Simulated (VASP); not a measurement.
# Mo (Im-3m) in VASP: notebook

Aim: see how the results for Mo move with the level of theory and the settings. Levels: PBE, PBE+U. Tasks: relaxation of cell and atoms.

Program: VASP 6.6.1. These are calculated values, not measurements. Logs are shortened: lines on timing, memory, paths and dates and some standing lists are left out, and cuts for length are marked.

**1. The cell of the first run**

Symmetry: Im-3m, No. 229, cubic system. The conventional cell has a = 3.232 Å, b = 3.232 Å, c = 3.232 Å, α = 90.00°, β = 90.00°, γ = 90.00°. Mo (site symmetry m-3m) has 14 Mo at 2.80 to 3.23 Å within 3.7 Å.

**2. Relaxation of cell and atoms, PBE**

File INCAR:

```
PREC = Accurate
ENCUT = 500
EDIFF = 1E-7
ISMEAR = -1
SIGMA = 0.1
LREAL = False
LASPH = True
NELM = 120
ALGO = Normal
ISIF = 3
LWAVE = False
LCHARG = False
GGA = PE
IBRION = 2
NSW = 60
EDIFFG = -0.01
GGA_COMPAT = False
NELMIN = 4
```

File KPOINTS:

```
Automatic mesh
0
Gamma
  8 8 8
  0.5 0.5 0.5
```

File POSCAR:

```
Mo
1.0
   -1.6158300000      1.6158300000      1.6158300000
    1.6158300000     -1.6158300000      1.6158300000
    1.6158300000      1.6158300000     -1.6158300000
Mo
1
Direct
    0.0000000000      0.0000000000      0.0000000000
```

Potentials or basis: VASP PAW PBE potentials, release 64 (Mo_sv).

The run is started by

```sh
cat potpaw_PBE.64/Mo_sv/POTCAR > POTCAR
mpirun -np 1 vasp_std > vasp.out
```

OUTCAR:

```text
PREC = Accurate
   ENCUT = 500
   EDIFF = 1E-7
   ISMEAR = -1
   LREAL = False
   LASPH = True
   NELM = 120
   ISIF = 3
   GGA = PE
   IBRION = 2
   NSW = 60
   EDIFFG = -0.01
   NELMIN = 4

 ion  position               nearest neighbor table
   1  0.000  0.000  0.000-

  LATTYP: Found a body centered cubic cell.
 ALAT       =     3.2316600000

  Lattice vectors:

 A1 = (  -1.6158300000,   1.6158300000,   1.6158300000)
 A2 = (   1.6158300000,  -1.6158300000,   1.6158300000)
 A3 = (   1.6158300000,   1.6158300000,  -1.6158300000)

Analysis of symmetry for initial positions (statically):
=====================================================================
 Subroutine PRICEL returns:
 Original cell was already a primitive cell.

 Routine SETGRP: Setting up the symmetry group for a
 body centered cubic supercell.

 Subroutine GETGRP returns: Found 48 space group operations
 (whereof 48 operations were pure point group operations)
 out of a pool of 48 trial point group operations.

The static configuration has the point symmetry O_h .

Analysis of symmetry for dynamics (positions and initial velocities):
=====================================================================
 Subroutine PRICEL returns:
 Original cell was already a primitive cell.

 Routine SETGRP: Setting up the symmetry group for a
 body centered cubic supercell.

 Subroutine GETGRP returns: Found 48 space group operations
 (whereof 48 operations were pure point group operations)
 out of a pool of 48 trial point group operations.

The dynamic configuration has the point symmetry O_h .

 Subroutine INISYM returns: Found 48 space group operations
 (whereof 48 operations are pure point group operations),
 and found     1 'primitive' translations

----------------------------------------------------------------------------------------

                                     Primitive cell

  volume of cell :      16.8751

  direct lattice vectors                    reciprocal lattice vectors
    -1.615830000  1.615830000  1.615830000     0.000000000  0.309438493  0.309438493
     1.615830000 -1.615830000  1.615830000     0.309438493  0.000000000  0.309438493
     1.615830000  1.615830000 -1.615830000     0.309438493  0.309438493  0.000000000

  length of vectors
[... 89 lines left out ...]
   TEBEG  =    0.0;   TEEND  =   0.0 temperature during run
   PSTRESS=    0.0 pullay stress
   NELECT =      14.0000    total number of electrons
   NUPDOWN=      -1.0000    fix difference up-down
   EMIN   =  10.00;   EMAX   =-10.00  energy-range for DOS
   EFERMI =   0.00;   METHOD = LEGACY
   ISMEAR =    -1;   SIGMA  =   0.10  broadening in eV -4-tet -1-fermi 0-gaus
   EFERMI_NEDOS =   21; number of points for ismear=-14 and -15
   IALGO  =     38    algorithm
   IMIX   =      4    mixing-type and parameters
     AMIX     =   0.40;   BMIX     =  1.00
     AMIX_MAG =   1.60;   BMIX_MAG =  1.00
  volume/ion in A,a.u.               =      16.88       113.88
  Fermi-wavevector in a.u.,A,eV,Ry     =   1.538279  2.906926 32.195507  2.366303
  Thomas-Fermi vector in A             =   2.644670
   LORBIT       =      0    0 simple, 1 ext, 2 COOP (PROOUT), +10 PAW based schemes
   GGA     = PE    functional components
   LHFCALC =     F    Hartree Fock is set to
   AEXX    =    0.0000 exact exchange contribution
   IVDW    =     0    specifies the selected vdW correction
   LEPSILON=     F    determine dielectric tensor
   LRPA    =     F    only Hartree local field effects (RPA)
 conjugate gradient relaxation of ions
 non-spin polarized calculation
  energy-cutoff  :      500.00
  volume of cell :       16.88
 maximum number of plane-waves:       448
   NGX = 11   NGY = 11   NGZ = 11

--------------------------------------- Ionic step        1  -------------------------------------------

 number of electron      13.9999997 magnetization

 Free energy of the ion-electron system (eV)
  ---------------------------------------------------
  ext. energy  EPLUGINS =         0.00000000
  ---------------------------------------------------
  free energy    TOTEN  =       -10.89525445 eV

  energy without entropy =      -10.86469982  energy(sigma->0) =      -10.87997713

------------------------ aborting loop because EDIFF is reached ----------------------------------------

  FORCE on cell =-STRESS in cart. coord.  units (eV):
  Direction    XX          YY          ZZ          XY          YZ          ZX
  --------------------------------------------------------------------------------------
  -------------------------------------------------------------------------------------
  Total       -1.5141453     -1.5141453     -1.5141453      0.0000000      0.0000000      0.0000000
  in kB     -143.7577073   -143.7577073   -143.7577073      0.0000000      0.0000000      0.0000000
  external PRESSURE =    -143.7577073 kB  Pullay stress =       0.0000000 kB
[... 197 lines left out ...]
--------------------------------------- Ionic step        7  -------------------------------------------

 number of electron      14.0000004 magnetization

 Free energy of the ion-electron system (eV)
  ---------------------------------------------------
  ext. energy  EPLUGINS =         0.00000000
  ---------------------------------------------------
  free energy    TOTEN  =       -10.94472674 eV

  energy without entropy =      -10.91494518  energy(sigma->0) =      -10.92983596

 E-fermi :  12.4589     XC(G=0): -13.3168

 val. band max:       12.3824203108   @ k =  -0.1875   0.1875   0.0625
 cond. band min:      12.4991316280   @ k =  -0.4375   0.4375   0.0625
 fundamental gap:      0.1167113173
 Fermi energy:        12.4589009124

 k-point     1 :       0.0625    0.0625    0.0625
  band No.  band energies     occupation
      1     -48.8237      2.00000
      2     -22.4953      2.00000
      3     -22.2103      2.00000
      4     -22.2103      2.00000
      5       6.1483      2.00000
      6      10.6155      2.00000
      7      10.6155      2.00000
      8      12.2005      1.85969
      9      13.8130      0.00000
     10      13.8130      0.00000
     11      27.8889      0.00000
[... 309 lines left out ...]
 k-point    24 :      -0.4375    0.4375    0.3125
  band No.  band energies     occupation
      1     -48.5105      2.00000
      2     -23.2010      2.00000
      3     -22.9343      2.00000
      4     -22.8340      2.00000
      5       7.9175      2.00000
      6       8.3091      2.00000
      7      12.9598      0.01327
      8      13.4411      0.00011
      9      16.0908      0.00000
     10      19.3539      0.00000
     11      24.0113      0.00000

 [... further k-points ...]
[... 5 lines left out ...]
  --------------------------------------------------------------------------------------
  -------------------------------------------------------------------------------------
  Total        0.0007527      0.0007527      0.0007527      0.0000000      0.0000000      0.0000000
  in kB        0.0761669      0.0761669      0.0761669      0.0000000      0.0000000      0.0000000
  external PRESSURE =       0.0761669 kB  Pullay stress =       0.0000000 kB
[... 16 lines left out ...]
  FREE ENERGIE OF THE ION-ELECTRON SYSTEM (eV)
  ---------------------------------------------------
  free  energy   TOTEN  =       -10.9447267365 eV

  energy  without entropy=      -10.9149451843  energy(sigma->0) =      -10.92983596

 reached required accuracy - stopping structural energy minimisation
```

OSZICAR:

```text
N       E                     dE             d eps       ncg     rms          rms(c)
DAV:   1     0.847037507322E+02    0.84704E+02   -0.82935E+03   596   0.126E+03
DAV:   2    -0.104404308283E+02   -0.95144E+02   -0.92301E+02   620   0.331E+02
DAV:   3    -0.116191113232E+02   -0.11787E+01   -0.11705E+01   668   0.367E+01
[... 59 lines left out ...]
DAV:   1    -0.109449645470E+02   -0.25461E-03   -0.59047E-03   584   0.109E+00    0.165E-01
DAV:   2    -0.109447368559E+02    0.22769E-03   -0.48143E-04   584   0.277E-01    0.278E-02
DAV:   3    -0.109447226448E+02    0.14211E-04   -0.64012E-05   613   0.993E-02    0.245E-02
DAV:   4    -0.109447266545E+02   -0.40097E-05   -0.11957E-06   581   0.128E-02    0.990E-04
DAV:   5    -0.109447267365E+02   -0.81978E-07   -0.86056E-08   363   0.370E-03
   7 F= -.10944727E+02 E0= -.10929836E+02  d E =-.319679E-05
```

Wall time 17 s (1 thread of Intel Xeon Platinum 8488C (Sapphire Rapids), shared host); peak memory 0.13 GiB.

Results:

```yaml
Free_energy: -10.9447 eV
Relaxed_volume: 15.83 Å³/atom
Relaxed_cell: a = 2.740 Å, b = 2.740 Å, c = 2.740 Å, α = 109.47°, β = 109.47°, γ = 109.47°
Space_group_after_relaxing_to_0.05_Å: Im-3m (No. 229)
Energy_gained_by_relaxing: 49.5 meV/atom
Ionic_steps: 7
Pressure_after_relaxing: 0.0 GPa
Band_gap_on_the_k_mesh: zero (band 7 reaches 15.45 eV, above the bottom of band 8 at 11.21 eV)
```

The path:
```csv
step,energy change (eV),largest force (eV/Å),pressure (GPa),volume (Å³)
1,0.0000,0.0000,-14.38,16.88
2,0.3374,0.0000,59.82,13.44
3,-0.0493,0.0000,-1.00,15.90
4,-0.0495,0.0000,-0.19,15.84
5,-0.0495,0.0000,0.13,15.82
6,-0.0495,0.0000,-0.29,15.85
7,-0.0495,0.0000,0.01,15.83
```

Final structure:
```xyz
1
Lattice="-1.5818 1.5818 1.5818 1.5818 -1.5818 1.5818 1.5818 1.5818 -1.5818" Properties=species:S:1:pos:R:3 pbc="T T T"
Mo    0.0000    0.0000    0.0000
```

**3. Relaxation of cell and atoms, PBE+U**

File INCAR:

```
PREC = Accurate ; ENCUT = 500
EDIFF = 1E-7 ; ISMEAR = -1
SIGMA = 0.1 ; LREAL = False
LASPH = True ; NELM = 200
ALGO = Normal ; ISIF = 3
LWAVE = False ; LCHARG = False
LMAXMIX = 4 ; LDAU = True
LDAUTYPE = 2 ; LDAUL = 2
LDAUU = 4 ; LDAUJ = 0
LDAUPRINT = 1 ; GGA = PE
IBRION = 2 ; NSW = 60
EDIFFG = -0.01 ; GGA_COMPAT = False
NELMIN = 4
```

File KPOINTS:

```
Automatic mesh
0
Gamma
  8 8 8
```

POSCAR is that of step 2.

Potentials or basis: VASP PAW PBE potentials, release 64 (Mo_sv).

The run is started by

```sh
cat potpaw_PBE.64/Mo_sv/POTCAR > POTCAR
mpirun -np 1 vasp_std > vasp.out
```

Run time: 12 s. Hardware: 1 thread of Intel Xeon Platinum 8488C (Sapphire Rapids), shared host; peak memory 0.12 GiB.

Results (log left out):

```yaml
Free_energy: -6.3280 eV
Relaxed_volume: 16.45 Å³/atom
Relaxed_cell: a = 2.775 Å, b = 2.775 Å, c = 2.775 Å, α = 109.47°, β = 109.47°, γ = 109.47°
Space_group_after_relaxing_to_0.05_Å: Im-3m (No. 229)
Energy_gained_by_relaxing: 8.0 meV/atom
Ionic_steps: 4
Pressure_after_relaxing: 0.0 GPa
Band_gap_on_the_k_mesh: zero (band 7 reaches 15.55 eV, above the bottom of band 8 at 10.60 eV)
```

Step by step:
```tsv
step	energy change (eV)	largest force (eV/Å)	pressure (GPa)	volume (Å³)
1	0.0000	0.0000	-5.85	16.88
2	0.0453	0.0000	17.41	15.42
3	-0.0080	0.0000	-0.16	16.46
4	-0.0080	0.0000	-0.01	16.45
```

Final structure:
```
Mo
1.0
    -1.60206    1.60206    1.60206
     1.60206   -1.60206    1.60206
     1.60206    1.60206   -1.60206
Mo
1
Direct
  0.00000 0.00000 0.00000
```

Levels at points of the mesh, in eV from the Fermi level:
```csv
k point,band 5,band 6,band 7,band 8,band 9,band 10
"(0.00, 0.00, 0.00)",-7.20,-1.33,-1.33,-1.33,2.24,2.24
"(0.50, 0.00, 0.00)",-4.93,-3.22,1.30,2.03,2.87,4.32
"(0.50, 0.50, 0.50)",-4.50,-4.50,3.62,3.62,3.62,8.53
```

Eigenvalues of the final occupation matrices:
```
    site  spin  trace               eigenvalues
site 1 d     1   1.89  0.26 0.26 0.46 0.46 0.46
site 1 d     2   1.89  0.26 0.26 0.46 0.46 0.46
```

Caveat: U without spin polarisation on a metal has little footing; the U is typed as a test and isn't derived for this compound.
